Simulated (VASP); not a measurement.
The system is Sn.

```
Sn
1.0
    -1.72654    1.77555    2.33834
     1.72654   -1.77555    2.33834
     1.72654    1.77555   -2.33834
Sn
1
Direct
  0.00000 0.00000 0.00000
```

| Property | Result |
| --- | --- |
| Program | VASP 6.6.1 |
| Task | relaxation of cell and atoms |
| Functional | PBE |
| Potentials or basis | VASP PAW PBE potentials, release 64 (Sn_d) |
| Cutoff | 600 eV |
| k mesh | 11 × 11 × 11 |
| Occupations | fermi-dirac, width 0.05 eV |
| Spin | no spin polarisation |

At the start: pressure -1.0 GPa; volume 28.67 Å³/atom.

Problem. How do energy, volume and symmetry change on relaxing?

Solution. Over 15 steps the energy falls by 5.1 meV/atom and the volume is 28.05 Å³/atom (-2.2 %); space group I4/mmm (No. 139, to 0.05 Å).

Step by step:
| step | energy change (eV) | largest force (eV/Å) | pressure (GPa) | volume (Å³) |
| --- | --- | --- | --- | --- |
| 1 | 0.0000 | 0.0000 | -1.04 | 28.67 |
| 2 | -0.0041 | 0.0000 | 0.23 | 27.91 |
| 3 | -0.0041 | 0.0000 | 0.30 | 27.87 |
| 4 | -0.0049 | 0.0000 | 0.13 | 27.96 |
| 5 | -0.0050 | 0.0000 | 0.04 | 28.01 |
| 6 | -0.0051 | 0.0000 | -0.03 | 28.05 |
| 7 | -0.0051 | 0.0000 | -0.06 | 28.07 |
| 8 | -0.0051 | 0.0000 | -0.15 | 28.12 |
| 9 | -0.0051 | 0.0000 | -0.06 | 28.09 |
| 10 | -0.0051 | 0.0000 | -0.09 | 28.10 |
| 11 | -0.0051 | 0.0000 | 0.05 | 28.04 |
| 12 | -0.0051 | 0.0000 | 0.00 | 28.05 |
| 13 | -0.0051 | 0.0000 | 0.00 | 28.04 |
| 14 | -0.0051 | 0.0000 | 0.01 | 28.04 |
| 15 | -0.0051 | 0.0000 | 0.01 | 28.05 |

Final structure:
```yaml
crystal:
  lattice:
    - [-1.72579, 1.72630, 2.35342]
    - [1.72579, -1.72630, 2.35342]
    - [1.72579, 1.72630, -2.35342]
  atoms:
    - { symbol: Sn, position: [0.00000, 0.00000, 0.00000] }
```
